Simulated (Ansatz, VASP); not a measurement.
Rh: VASP beside Ansatz

```
Rh
1.0
     2.73098    0.00000    0.00000
    -1.36549    2.36510    0.00000
     0.00000    0.00000    4.42849
Rh
2
Direct
  0.33333 0.66667 0.25000
  0.66667 0.33333 0.75000
```

Alike in both runs: functional r2SCAN; k mesh 6 × 6 × 4; occupations fermi-dirac, width 0.05 eV; no spin polarisation.

|  | VASP | Ansatz |
| --- | --- | --- |
| version | VASP 6.6.1 | Ansatz 0.2.0 |
| potentials or method | VASP PAW PBE potentials, release 64 (Rh_pv) | Ansatz PAW |
| plane-wave cutoff (eV) | 520 | 500 |
| valence electrons in the cell | 30 | 34 |
| task | single point | projected density of states |

|  | VASP | Ansatz | Ansatz less VASP |
| --- | --- | --- | --- |
| gap on the k mesh at the Fermi level (eV) | none | none | - |
| pressure (GPa) | -8.5 | -9.5 | -1.00 |
| traceless stress, the component that is largest in VASP (GPa) | -3.86 | -3.91 | -0.043 |

VASP's potentials were made for PBE, not for r2SCAN. A gap of «none» marks a metal or a gap that the smearing closes. VASP's potentials hold 30 valence electrons a cell and Ansatz's 34, so a difference there can come from the potentials and not from the codes.

The k mesh is coarse, so the values compare programs but aren't converged.
